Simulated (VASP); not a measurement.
Set up this calculation in VASP 6.6.1, as the native input.

```yaml
Task: relaxation of cell and atoms
Functional: PBE
Potentials_or_basis: VASP PAW PBE potentials, release 64 (P)
Cutoff: 500 eV
k_mesh: 4 × 4 × 4
Occupations: gaussian, width 0.1 eV
Spin: no spin polarisation
Dipole_correction: no
Further_INCAR_settings: ALGO = Normal; EDIFF = 1e-07; IBRION = 2; EDIFFG = -0.04; NSW = 90; ISIF = 3
```

The structure of P lies in POSCAR:

```
P
1.0
    0.0000000000      4.1852507700      4.1852507700
    4.1852507700      0.0000000000      4.1852507700
    4.1852507700      4.1852507700      0.0000000000
P
8
Direct
    0.8652403800      0.8652403800      0.8652403800
    0.8652403800      0.8652403800      0.4042788500
    0.8652403800      0.4042788500      0.8652403800
    0.4042788500      0.8652403800      0.8652403800
    0.1347596200      0.1347596200      0.5957211500
    0.1347596200      0.1347596200      0.1347596200
    0.1347596200      0.5957211500      0.1347596200
    0.5957211500      0.1347596200      0.1347596200
```

The cell was generated, and may not be a known phase.

The input as run:

INCAR

```
PREC = Accurate ; ENCUT = 500
EDIFF = 1E-7 ; ISMEAR = 0
SIGMA = 0.1 ; LREAL = False
LASPH = True ; NELM = 120
ALGO = Normal ; ISIF = 3
LWAVE = False ; LCHARG = False
GGA = PE ; IBRION = 2
NSW = 90 ; EDIFFG = -0.04
GGA_COMPAT = False ; NELMIN = 4
```

KPOINTS

```
Automatic mesh
0
Gamma
  4 4 4
```

Potentials or basis: VASP PAW PBE potentials, release 64 (P).

The run is started by

```bash
$ cat potpaw_PBE.64/P/POTCAR > POTCAR
$ mpirun -np 1 vasp_std > vasp.out
```

It gave:

| Item | Value |
| --- | --- |
| Relaxed volume | 19.88 Å³/atom |
| Relaxed cell | a = 6.081 Å, b = 6.081 Å, c = 6.081 Å, α = 60.00°, β = 60.00°, γ = 60.00° |
| Space group after relaxing (to 0.1 Å) | Fm-3m (No. 225) |
| Energy gained by relaxing | 31.2 meV/atom |
| Ionic steps | 6 |
| Pressure after relaxing | 0.0 GPa |
| Largest force after relaxing | 0.030 eV/Å |
| Band gap on the k mesh | zero (bands 20 and 21 overlap by 1.59 eV) |

Caveat: this functional lacks dispersion, which holds the molecules together, so the pressure and a relaxed volume are unreliable.

Run time: 2 min on 1 thread of AMD EPYC 9R45 96-Core Processor (Zen 5), with other jobs on the host, peak memory 0.28 GiB.
